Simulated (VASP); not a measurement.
# Zr (P6/mmm) in VASP: further runs

Zr is run at these levels: PBEsol; tasks: single point, relaxation of cell and atoms.

Program: VASP 6.6.1. These are calculated values, not measurements. Logs are shortened: lines on timing, memory, paths and dates and some standing lists are left out, and cuts for length are marked.

**1. The cell of the first run**

It takes space group P6/mmm (No. 191, hexagonal). Conventional cell: a = 2.972 Å, b = 2.972 Å, c = 2.984 Å, α = 90.00°, β = 90.00°, γ = 120.00°. Within 3.9 Å of Zr (site symmetry 6/mmm) lie 8 Zr at 2.97 to 2.98 Å.

**2. Single point, PBEsol**

INCAR

```
ALGO = Normal ; EDIFF = 1E-7
ENCUT = 520 ; GGA = PS
ISIF = 2 ; ISMEAR = 0
LASPH = True ; LCHARG = False
LREAL = False ; LWAVE = False
NBANDS = 12 ; NELM = 100
PREC = Accurate ; SIGMA = 0.1
```

KPOINTS

```
k-points
0
Gamma
  21 21 20
```

POSCAR

```
Zr
1.0
    2.9717501836      0.0000000000      0.0000000000
   -1.4858750918      2.5736111527      0.0000000000
    0.0000000000      0.0000000000      2.9842702687
Zr
1
Direct
    0.0000000000      0.0000000000      0.0000000000
```

Potentials or basis: VASP PAW PBE potentials, release 64 (Zr_sv).

Run with:

```console
$ cat potpaw_PBE.64/Zr_sv/POTCAR > POTCAR
$ mpirun -np 1 vasp_std > vasp.out
```

OUTCAR:

```text
EDIFF = 1E-7
   ENCUT = 520
   GGA = PS
   ISIF = 2
   ISMEAR = 0
   LASPH = True
   LREAL = False
   NELM = 100
   PREC = Accurate

 ion  position               nearest neighbor table
   1  0.000  0.000  0.000-

  LATTYP: Found a hexagonal cell.
 ALAT       =     2.9717501836
 C/A-ratio  =     1.0042130342

  Lattice vectors:

 A1 = (   2.9717501836,   0.0000000000,   0.0000000000)
 A2 = (  -1.4858750918,   2.5736111527,   0.0000000000)
 A3 = (   0.0000000000,   0.0000000000,   2.9842702687)

Analysis of symmetry for initial positions (statically):
=====================================================================
 Subroutine PRICEL returns:
 Original cell was already a primitive cell.

 Routine SETGRP: Setting up the symmetry group for a
 hexagonal supercell.

 Subroutine GETGRP returns: Found 24 space group operations
 (whereof 24 operations were pure point group operations)
 out of a pool of 24 trial point group operations.

The static configuration has the point symmetry D_6h.

Analysis of symmetry for dynamics (positions and initial velocities):
=====================================================================
 Subroutine PRICEL returns:
 Original cell was already a primitive cell.

 Routine SETGRP: Setting up the symmetry group for a
 hexagonal supercell.

 Subroutine GETGRP returns: Found 24 space group operations
 (whereof 24 operations were pure point group operations)
 out of a pool of 24 trial point group operations.

The dynamic configuration has the point symmetry D_6h.

 Subroutine INISYM returns: Found 24 space group operations
 (whereof 24 operations are pure point group operations),
 and found     1 'primitive' translations

----------------------------------------------------------------------------------------

                                     Primitive cell

  volume of cell :      22.8241

  direct lattice vectors                    reciprocal lattice vectors
     2.971750184  0.000000000  0.000000000     0.336502040  0.194279544  0.000000000
    -1.485875092  2.573611153  0.000000000     0.000000000  0.388559087  0.000000000
     0.000000000  0.000000000  2.984270269     0.000000000  0.000000000  0.335090293

  length of vectors
     2.971750184  2.971750184  2.984270269     0.388559087  0.388559087  0.335090293

  position of ions in fractional coordinates (direct lattice)
     0.000000000  0.000000000  0.000000000

  ion indices of the primitive-cell ions
   primitive index   ion index
                 1           1

----------------------------------------------------------------------------------------

 KPOINTS: k-points

Automatic generation of k-mesh.
 Grid dimensions read from file:
 generate k-points for:   21   21   20

 Generating k-lattice:

  Cartesian coordinates                     Fractional coordinates (reciprocal lattice)
     0.016023907  0.009251407  0.000000000     0.047619048 -0.000000000  0.000000000
     0.000000000  0.018502814  0.000000000     0.000000000  0.047619048  0.000000000
     0.000000000  0.000000000  0.016754515     0.000000000  0.000000000  0.050000000

  Length of vectors
     0.018502814  0.018502814  0.016754515

  Shift w.r.t. Gamma in fractional coordinates (k-lattice)
     0.000000000  0.000000000  0.000000000

 Subroutine IBZKPT returns following result:
 ===========================================

 Found    528 irreducible k-points:

 Following reciprocal coordinates:
            Coordinates               Weight
  0.000000  0.000000  0.000000      1.000000
  0.047619  0.000000  0.000000      6.000000
  0.095238  0.000000  0.000000      6.000000
  0.142857  0.000000  0.000000      6.000000
  0.190476  0.000000  0.000000      6.000000
  0.238095 -0.000000  0.000000      6.000000
[... 16 lines left out ...]
  0.142857  0.095238  0.000000     12.000000
  0.190476  0.095238  0.000000     12.000000
 [... further k-points ...]
   k-points           NKPTS =    528   k-points in BZ     NKDIM =    528   number of bands    NBANDS=     12
   number of dos      NEDOS =    301   number of ions     NIONS =      1
   total plane-waves  NPLWV =  13824
   dimension x,y,z NGX =    24 NGY =   24 NGZ =   24
   dimension x,y,z NGXF=    48 NGYF=   48 NGZF=   48
   ions per type =               1
   NGX,Y,Z   is equivalent  to a cutoff of  13.43, 13.43, 13.37 a.u.
   NGXF,Y,Z  is equivalent  to a cutoff of  26.85, 26.85, 26.74 a.u.
 SYSTEM =  unknown system
   PREC   = accura    normal or accurate (medium, high low for compatibility)
   ISTART =      0    job   : 0-new  1-cont  2-samecut
   ICHARG =      2    charge: 1-file 2-atom 10-const
   ISPIN  =      1    spin polarized calculation?
   LNONCOLLINEAR =      F non collinear calculations
   LSORBIT =      F    spin-orbit coupling
   LASPH  =      T    aspherical Exc in radial PAW
   ENCUT  =  520.0 eV  38.22 Ry    6.18 a.u.   5.53  5.53  5.55*2*pi/ulx,y,z
   NELM   =    100;   NELMIN=  2; NELMDL= -5     # of ELM steps
   EDIFF  = 0.1E-06   stopping-criterion for ELM
   LREAL  =      F    real-space projection
   EDIFFG = 0.1E-05   stopping-criterion for IOM
   NSW    =      0    number of steps for IOM
   IBRION =     -1    ionic relax: 0-MD 1-quasi-New 2-CG
   NFREE  =      0    steps in history (QN), initial steepest desc. (CG)
   ISIF   =      2    stress and relaxation
   ISYM   =      2    0-nonsym 1-usesym 2-fastsym
   POTIM  = 0.5000    time-step for ionic-motion
   TEBEG  =    0.0;   TEEND  =   0.0 temperature during run
   PSTRESS=    0.0 pullay stress
   NELECT =      12.0000    total number of electrons
   NUPDOWN=      -1.0000    fix difference up-down
   EMIN   =  10.00;   EMAX   =-10.00  energy-range for DOS
   EFERMI =   0.00;   METHOD = LEGACY
   ISMEAR =     0;   SIGMA  =   0.10  broadening in eV -4-tet -1-fermi 0-gaus
   EFERMI_NEDOS =   21; number of points for ismear=-14 and -15
   IALGO  =     38    algorithm
   IMIX   =      4    mixing-type and parameters
     AMIX     =   0.40;   BMIX     =  1.00
     AMIX_MAG =   1.60;   BMIX_MAG =  1.00
  volume/ion in A,a.u.               =      22.82       154.02
  Fermi-wavevector in a.u.,A,eV,Ry     =   1.321308  2.496910 23.753803  1.745855
  Thomas-Fermi vector in A             =   2.451071
   LORBIT       =      0    0 simple, 1 ext, 2 COOP (PROOUT), +10 PAW based schemes
   GGA     = PS    functional components
   LHFCALC =     F    Hartree Fock is set to
   AEXX    =    0.0000 exact exchange contribution
   IVDW    =     0    specifies the selected vdW correction
   LEPSILON=     F    determine dielectric tensor
   LRPA    =     F    only Hartree local field effects (RPA)
 non-spin polarized calculation
 Gauss-broadening in eV      SIGMA  =   0.10
  energy-cutoff  :      520.00
  volume of cell :       22.82
 maximum number of plane-waves:       636
 NGX is ok and might be reduce to    24
   NGX = 11   NGY = 11   NGZ = 11

 number of electron      12.0000000 magnetization

 Free energy of the ion-electron system (eV)
  ---------------------------------------------------
  ext. energy  EPLUGINS =         0.00000000
  ---------------------------------------------------
  free energy    TOTEN  =        -8.72903174 eV

  energy without entropy =       -8.72626436  energy(sigma->0) =       -8.72764805

 E-fermi :   8.6770     XC(G=0): -11.2407

 val. band max:        8.6619514153   @ k =   0.0000   0.0000   0.3500
 cond. band min:       8.7015678198   @ k =   0.2381   0.1905   0.4500
 fundamental gap:      0.0396164045
 Fermi energy:         8.6770216397

 k-point     1 :       0.0000    0.0000    0.0000
  band No.  band energies     occupation
      1     -39.7403      2.00000
      2     -17.3076      2.00000
      3     -17.0245      2.00000
      4     -17.0245      2.00000
      5       3.4962      2.00000
      6       6.9575      2.00000
      7      10.0314      0.00000
      8      10.0314      0.00000
      9      14.5948      0.00000
     10      14.5948      0.00000
     11      20.1656      0.00000
     12      20.5701      0.00000

 k-point     2 :       0.0476    0.0000    0.0000
  band No.  band energies     occupation
      1     -39.7354      2.00000
      2     -17.3035      2.00000
      3     -17.0597      2.00000
      4     -17.0322      2.00000
      5       3.5752      2.00000
      6       7.0010      2.00000
      7       9.9271      0.00000
      8      10.1090      0.00000
      9      14.4376      0.00000
     10      14.5749      0.00000
     11      20.3808      0.00000
     12      20.7904      0.00000

 k-point     3 :       0.0952    0.0000    0.0000
  band No.  band energies     occupation
      1     -39.7209      2.00000
      2     -17.2918      2.00000
      3     -17.1614      2.00000
      4     -17.0543      2.00000
      5       3.8045      2.00000
      6       7.1272      2.00000
      7       9.6517      0.00000
      8      10.3399      0.00000
      9      14.0295      0.00000
     10      14.5176      0.00000
     11      20.9818      0.00000
     12      21.3822      0.00000
[... 286 lines left out ...]
 k-point    23 :       0.1429    0.0952    0.0000
  band No.  band energies     occupation
      1     -39.6574      2.00000
      2     -17.5702      2.00000
      3     -17.2403      2.00000
      4     -17.1705      2.00000
      5       4.8042      2.00000
      6       7.6696      2.00000
      7       8.7361      0.40326
      8      11.5338      0.00000
      9      12.7651      0.00000
     10      14.2018      0.00000
     11      22.2357      0.00000
     12      22.8623      0.00000

 k-point    24 :       0.1905    0.0952    0.0000
  band No.  band energies     occupation
      1     -39.6257      2.00000
      2     -17.7617      2.00000
      3     -17.2296      2.00000
      4     -17.2147      2.00000
      5       5.2884      2.00000
      6       7.7904      2.00000
      7       8.6139      1.62831
      8      12.2010      0.00000
      9      12.2894      0.00000
     10      14.0443      0.00000
     11      21.2806      0.00000
     12      22.7790      0.00000

 [... further k-points ...]
[... 5 lines left out ...]
  --------------------------------------------------------------------------------------
  -------------------------------------------------------------------------------------
  Total        0.0095048      0.0095048      0.0102869      0.0000000     -0.0000000      0.0000000
  in kB        0.6672070      0.6672070      0.7221105      0.0000000     -0.0000000      0.0000000
  external PRESSURE =       0.6855082 kB  Pullay stress =       0.0000000 kB

 VOLUME and BASIS-vectors are now :
 -----------------------------------------------------------------------------
  energy-cutoff  :      520.00
  volume of cell :       22.82
      direct lattice vectors                 reciprocal lattice vectors
     2.971750184  0.000000000  0.000000000     0.336502040  0.194279544  0.000000000
    -1.485875092  2.573611153  0.000000000     0.000000000  0.388559087  0.000000000
     0.000000000  0.000000000  2.984270269     0.000000000  0.000000000  0.335090293

 POSITION                                       TOTAL-FORCE (eV/Angst)
 -----------------------------------------------------------------------------------
      0.00000      0.00000      0.00000         0.000000      0.000000      0.000000
 -----------------------------------------------------------------------------------
    total drift:                                0.000000      0.000000      0.000000

  FREE ENERGIE OF THE ION-ELECTRON SYSTEM (eV)
  ---------------------------------------------------
  free  energy   TOTEN  =        -8.7290317425 eV

  energy  without entropy=       -8.7262643640  energy(sigma->0) =       -8.72764805
```

It took 30 s on 1 thread of Intel Xeon 6975P-C (Granite Rapids), shared host; peak memory 0.25 GiB.

What came out:

```yaml
Free_energy: -8.7290 eV
Pressure: 0.1 GPa
Band_gap_on_the_k_mesh: zero (band 6 reaches 8.98 eV, above the bottom of band 7 at 8.39 eV)
```

Caveat: the PAW data sets were made with another functional, which shifts forces and pressure a little.

**3. Relaxation of cell and atoms, PBEsol**

This run uses another cell than the first one, of 23.88 Å³/atom, 1.046 times its volume.

INCAR

```
PREC = Accurate
ENCUT = 600
EDIFF = 1E-7
ISMEAR = 0
SIGMA = 0.1
LREAL = F
LASPH = T
NELM = 100
ALGO = Normal
ISIF = 3
LWAVE = F
LCHARG = F
GGA = PS
IBRION = 2
NSW = 100
EDIFFG = -0.01
```

KPOINTS

```
regular mesh
0
Gamma
  21 21 20
```

POSCAR

```
Zr
1.0
    3.0904505586      0.0000000000      0.0000000000
   -1.5452252793      2.6764086929      0.0000000000
    0.0000000000      0.0000000000      2.8876397407
Zr
1
Direct
    0.0000000000      0.0000000000      0.0000000000
```

Potentials or basis: VASP PAW PBE potentials, release 64 (Zr_sv).

Run with:

```console
$ cat potpaw_PBE.64/Zr_sv/POTCAR > POTCAR
$ mpirun -np 1 vasp_std > vasp.out
```

OUTCAR:

```text
PREC = Accurate
   ENCUT = 600
   EDIFF = 1E-7
   ISMEAR = 0
   LREAL = F
   LASPH = T
   NELM = 100
   ISIF = 3
   GGA = PS
   IBRION = 2
   NSW = 100
   EDIFFG = -0.01

 ion  position               nearest neighbor table
   1  0.000  0.000  0.000-

  LATTYP: Found a hexagonal cell.
 ALAT       =     3.0904505586
 C/A-ratio  =     0.9343750000

  Lattice vectors:

 A1 = (   3.0904505586,   0.0000000000,   0.0000000000)
 A2 = (  -1.5452252793,   2.6764086929,   0.0000000000)
 A3 = (   0.0000000000,   0.0000000000,   2.8876397407)

Analysis of symmetry for initial positions (statically):
=====================================================================
 Subroutine PRICEL returns:
 Original cell was already a primitive cell.

 Routine SETGRP: Setting up the symmetry group for a
 hexagonal supercell.

 Subroutine GETGRP returns: Found 24 space group operations
 (whereof 24 operations were pure point group operations)
 out of a pool of 24 trial point group operations.

The static configuration has the point symmetry D_6h.

Analysis of symmetry for dynamics (positions and initial velocities):
=====================================================================
 Subroutine PRICEL returns:
 Original cell was already a primitive cell.

 Routine SETGRP: Setting up the symmetry group for a
 hexagonal supercell.

 Subroutine GETGRP returns: Found 24 space group operations
 (whereof 24 operations were pure point group operations)
 out of a pool of 24 trial point group operations.

The dynamic configuration has the point symmetry D_6h.

 Subroutine INISYM returns: Found 24 space group operations
 (whereof 24 operations are pure point group operations),
 and found     1 'primitive' translations

----------------------------------------------------------------------------------------

                                     Primitive cell

  volume of cell :      23.8846

  direct lattice vectors                    reciprocal lattice vectors
[... 118 lines left out ...]
 Gauss-broadening in eV      SIGMA  =   0.10
  energy-cutoff  :      600.00
  volume of cell :       23.88
 maximum number of plane-waves:       822
 NGX is ok and might be reduce to    28
   NGX = 13   NGY = 13   NGZ = 11

--------------------------------------- Ionic step        1  -------------------------------------------

 number of electron      12.0000000 magnetization

 Free energy of the ion-electron system (eV)
  ---------------------------------------------------
  ext. energy  EPLUGINS =         0.00000000
  ---------------------------------------------------
  free energy    TOTEN  =        -8.67957479 eV

  energy without entropy =       -8.67309389  energy(sigma->0) =       -8.67633434

------------------------ aborting loop because EDIFF is reached ----------------------------------------

  FORCE on cell =-STRESS in cart. coord.  units (eV):
  Direction    XX          YY          ZZ          XY          YZ          ZX
  --------------------------------------------------------------------------------------
  -------------------------------------------------------------------------------------
  Total       -1.0300017     -1.0300017      0.2214392      0.0000000     -0.0000000      0.0000000
  in kB      -69.0925566    -69.0925566     14.8541493      0.0000000     -0.0000000      0.0000000
  external PRESSURE =     -41.1103213 kB  Pullay stress =       0.0000000 kB
[... 197 lines left out ...]
--------------------------------------- Ionic step        7  -------------------------------------------

 number of electron      12.0000000 magnetization

 Free energy of the ion-electron system (eV)
  ---------------------------------------------------
  ext. energy  EPLUGINS =         0.00000000
  ---------------------------------------------------
  free energy    TOTEN  =        -8.72942441 eV

  energy without entropy =       -8.72664080  energy(sigma->0) =       -8.72803260

 E-fermi :   8.6692     XC(G=0): -11.2376

 val. band max:        8.6562528419   @ k =   0.0000   0.0000   0.3500
 cond. band min:       8.6953004013   @ k =   0.2381   0.1905   0.4500
 fundamental gap:      0.0390475594
 Fermi energy:         8.6691505089

 k-point     1 :       0.0000    0.0000    0.0000
  band No.  band energies     occupation
      1     -39.7493      2.00000
      2     -17.3166      2.00000
      3     -17.0362      2.00000
      4     -17.0362      2.00000
      5       3.4886      2.00000
      6       6.9516      2.00000
      7      10.0226      0.00000
      8      10.0226      0.00000
      9      14.5827      0.00000
     10      14.5827      0.00000
[... 287 lines left out ...]
 k-point    24 :       0.1905    0.0952    0.0000
  band No.  band energies     occupation
      1     -39.6352      2.00000
      2     -17.7710      2.00000
      3     -17.2406      2.00000
      4     -17.2242      2.00000
      5       5.2794      2.00000
      6       7.7830      2.00000
      7       8.6054      1.63263
      8      12.1890      0.00000
      9      12.2830      0.00000
     10      14.0335      0.00000

 [... further k-points ...]
[... 5 lines left out ...]
  --------------------------------------------------------------------------------------
  -------------------------------------------------------------------------------------
  Total       -0.0015582     -0.0015582      0.0095502      0.0000000      0.0000000      0.0000000
  in kB       -0.1093061     -0.1093061      0.6699170      0.0000000      0.0000000      0.0000000
  external PRESSURE =       0.1504349 kB  Pullay stress =       0.0000000 kB
[... 16 lines left out ...]
  FREE ENERGIE OF THE ION-ELECTRON SYSTEM (eV)
  ---------------------------------------------------
  free  energy   TOTEN  =        -8.7294244088 eV

  energy  without entropy=       -8.7266407992  energy(sigma->0) =       -8.72803260

 reached required accuracy - stopping structural energy minimisation
```

Wall time 4.2 min (1 thread of Intel Xeon 6975P-C (Granite Rapids), shared host); peak memory 0.31 GiB.

Results:

* Free energy: -8.7294 eV
* Relaxed volume: 22.84 Å³/atom
* Relaxed cell: a = 2.973 Å, b = 2.973 Å, c = 2.984 Å, α = 90.00°, β = 90.00°, γ = 120.00°
* Space group after relaxing (to 0.05 Å): P6/mmm (No. 191)
* Energy gained by relaxing: 49.8 meV/atom
* Ionic steps: 7
* Pressure after relaxing: 0.0 GPa
* Band gap on the k mesh: zero (band 6 reaches 8.98 eV, above the bottom of band 7 at 8.38 eV)

The path:
```
step  energy change (eV)  largest force (eV/Å)  pressure (GPa)  volume (Å³)
   1              0.0000                0.0000           -4.11        23.88
   2             -0.0359                0.0000            4.27        21.80
   3             -0.0419                0.0000            1.74        22.33
   4             -0.0490                0.0000            0.51        22.75
   5             -0.0494                0.0000            0.71        22.67
   6             -0.0496                0.0000           -0.48        22.97
   7             -0.0498                0.0000            0.02        22.84
```

Final structure:
```
Zr
1.0
     2.97291    0.00000    0.00000
    -1.48645    2.57461    0.00000
     0.00000    0.00000    2.98407
Zr
1
Direct
  0.00000 0.00000 0.00000
```

Levels at points of the mesh, in eV from the Fermi level:
```
           k point  band 4  band 5  band 6  band 7  band 8  band 9
(0.00, 0.00, 0.00)  -25.71   -5.18   -1.72    1.35    1.35    5.91
(0.00, 0.00, 0.50)  -25.62   -2.51    0.16    1.91    1.91    3.59
```

Caveat: the PAW data sets were made with another functional, which shifts forces and pressure a little.
